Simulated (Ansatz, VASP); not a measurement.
# Two plane-wave programs on ZnC

```
CELL_PARAMETERS angstrom
-1.55134 1.55278 2.19554
1.55134 -1.55278 2.19554
1.55134 1.55278 -2.19554
ATOMIC_POSITIONS crystal
Zn 0.50000 0.00000 0.50000
C 0.00000 0.50000 0.50000
```

Alike in both runs: functional PBE; k mesh 24 × 24 × 24; occupations gaussian, width 0.1 eV; no spin polarisation.

Ansatz relaxed the structure, and its values are those at the end. VASP's run is a single point on that final structure, the one shown.

|  | VASP | Ansatz |
| --- | --- | --- |
| version | VASP 6.6.1 | Ansatz 0.2.0 |
| potentials or method | VASP PAW PBE potentials, release 64 (Zn, C), cutoff 520 eV | scalar-relativistic, plane waves, PAW |
| valence electrons in the cell | 16 | 16 |

|  | VASP | Ansatz | Ansatz less VASP |
| --- | --- | --- | --- |
| gap on the k mesh at the Fermi level (eV) | none | none | - |
| pressure (GPa) | 0.7 | 0.0 | -0.74 |

A gap of «none» marks a metal or a gap that the smearing closes. With one functional, cell and mesh, what is left measures potentials, basis and numerics.
